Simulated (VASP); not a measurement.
Set up this calculation in VASP 6.6.1, as the native input.

| Item | Value |
| --- | --- |
| Task | single point |
| Functional | PBE |
| Potentials or basis | VASP PAW PBE potentials, release 64 (Cd, P) |
| Cutoff | 520 eV |
| k mesh | 3 × 3 × 3 |
| Occupations | gaussian, width 0.1 eV |
| Spin | no spin polarisation |
| Dipole correction | no |
| Further INCAR settings | ALGO = Normal; EDIFF = 1e-07; NBANDS = 50 |

The structure of Cd2P3 lies in POSCAR:

```
Cd2P3
1.0
    3.1782155361      1.8349435953      5.7848295502
   -3.1782155361      1.8349435953      5.7848295502
    0.0000000000     -3.6698871907      5.7848295502
Cd P
4 6
Direct
    0.8521800000      0.8521800000      0.8521800000
    0.6478200000      0.6478200000      0.6478200000
    0.1478200000      0.1478200000      0.1478200000
    0.3521800000      0.3521800000      0.3521800000
    0.0562500000      0.4437500000      0.7500000000
    0.7500000000      0.0562500000      0.4437500000
    0.4437500000      0.7500000000      0.0562500000
    0.9437500000      0.5562500000      0.2500000000
    0.2500000000      0.9437500000      0.5562500000
    0.5562500000      0.2500000000      0.9437500000
```

These files were run (other wordings do the same):

INCAR

```
SYSTEM = Cd2P3
ALGO = Normal
EDIFF = 1E-7
ENCUT = 520
GGA = PE
ISIF = 2
ISMEAR = 0
LASPH = .True.
LCHARG = .False.
LREAL = .False.
LWAVE = .False.
NBANDS = 50
NELM = 60
PREC = Accurate
SIGMA = 0.1
```

KPOINTS

```
k-points
0
Gamma
  3 3 3
  0 0 0
```

Potentials or basis: VASP PAW PBE potentials, release 64 (Cd, P).

Launch:

```bash
$ cat potpaw_PBE.64/Cd/POTCAR potpaw_PBE.64/P/POTCAR > POTCAR
$ mpirun -np 1 vasp_std > vasp.out
```

It gave:

| Item | Value |
| --- | --- |
| Pressure | 9.3 GPa |
| Largest force | 0.550 eV/Å |
| Band gap on the k mesh | zero (bands 39 and 40 overlap by 0.59 eV) |

Caveat: the k points lie up to 0.40 Å⁻¹ apart, too coarse for converged energies and pressures of a metal.

Run time: 100 s on 1 thread of Oxide Virtual Turin-like Processor, with other jobs on the host, peak memory 0.36 GiB.
